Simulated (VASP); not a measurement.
A run of VASP 6.6.1 is set up as follows.

File INCAR:

```
SYSTEM = Ir
PREC = Accurate
ENCUT = 520
EDIFF = 1E-6
ISMEAR = 0
SIGMA = 0.05
LREAL = Auto
LASPH = .True.
NELM = 100
ALGO = Normal
ISIF = 2
LWAVE = .False.
LCHARG = .False.
GGA = PE
NBANDS = 110
LUSENCCL = .False.
```

The input KPOINTS:

```
regular mesh
0
Gamma
  1 1 8
  0 0 0
```

Contents of POSCAR:

```
Ir
1.0
   16.1000000000      0.0000000000      0.0000000000
    0.0000000000     14.8000000000      0.0000000000
    0.0000000000      0.0000000000      6.5136413760
Ir
21
Direct
    0.3854070366      0.3282198405     -0.0128464432
    0.3854070366      0.6717801595     -0.0128464432
    0.2883951412      0.5000000000      0.3537692247
    0.6571616089      0.5000000000     -0.0075972071
    0.5714300868      0.3208303402      0.3477648671
    0.5714300868      0.6791696598      0.3477648671
    0.4802545676      0.5000000000      0.6777293157
    0.3483611477      0.5000000000      0.0047677002
    0.5643439360      0.5000000000      0.3169013164
    0.4780255204      0.3239784129      0.6643741584
    0.4780255204      0.6760215871      0.6643741584
    0.5376378558      0.3805482157      0.0014837822
    0.4253719852      0.5939600583      0.3193286688
    0.3378972080      0.4119128803      0.6666145563
    0.7104078631      0.4188648850      0.3383522443
    0.6222956818      0.5906654827      0.6688096578
    0.5376378558      0.6194517843      0.0014837822
    0.4253719852      0.4060399417      0.3193286688
    0.3378972080      0.5880871197      0.6666145563
    0.7104078631      0.5811351150      0.3383522443
    0.6222956818      0.4093345173      0.6688096578
```

Potentials or basis: VASP PAW PBE potentials, release 64 (Ir).

The run is started by

```console
$ cat potpaw_PBE.64/Ir/POTCAR > POTCAR
$ mpirun -np 1 vasp_std > vasp.out
```

(1) What does it give for the largest force?

(2) Estimate the band gap on the k mesh.

Results:

(1) 0.076 eV/Å.

(2) zero (an odd number of electrons rules out a gap without spin polarisation).

Caveat: spin-orbit coupling is left out, which moves the levels of the heavy elements.
